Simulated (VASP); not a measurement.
Set up this calculation in VASP 6.6.1, as the native input.

```yaml
Task: electric field gradients
Functional: LDA
Potentials_or_basis: VASP PAW LDA potentials, release 64 (Mg)
Cutoff: 520 eV
k_mesh: 12 × 12 × 7
Occupations: fermi-dirac, width 0.05 eV
Spin: no spin polarisation
Dipole_correction: no
Further_INCAR_settings: ALGO = Normal; EDIFF = 1e-08; NBANDS = 9
```

The structure of Mg lies in POSCAR:

```
Mg
1.0
    3.2305256058      0.0000000000      0.0000000000
   -1.6152628028      2.7977172422      0.0000000000
    0.0000000000      0.0000000000      5.2448365023
Mg
2
Direct
    0.3333333333      0.6666666667      0.2500000000
    0.6666666667      0.3333333333      0.7500000000
```

This cell differs from its parent crystal: volume scaled by 1.02.

One way to write it, as run:

INCAR

```
SYSTEM = Mg
ALGO = Normal
EDIFF = 1E-8
ENCUT = 520
ISIF = 2
ISMEAR = -1
LASPH = .True.
LCHARG = .False.
LEFG = .True.
LREAL = .False.
LWAVE = .False.
NBANDS = 9
NELM = 60
PREC = Accurate
SIGMA = 0.05
```

KPOINTS

```
k-points
0
Gamma
  12 12 7
  0 0 0
```

Potentials or basis: VASP PAW LDA potentials, release 64 (Mg).

The run is started by

```sh
$ cat potpaw_LDA.64/Mg/POTCAR > POTCAR
$ mpirun -np 1 vasp_std > vasp.out
```

It gave:

* Pressure: -3.4 GPa
* Band gap on the k mesh: zero (band 2 reaches 3.31 eV, above the bottom of band 3 at 1.03 eV)

Caveat: without QUAD_EFG the Cq values of the log hold for a quadrupole moment of 1 mb, not for the nuclei.

Wall time 13 s on 1 thread of Intel(R) Xeon(R) Platinum 8259CL CPU @ 2.50GHz (Skylake/Cascade Lake), with other jobs on the host, peak memory 0.15 GiB.
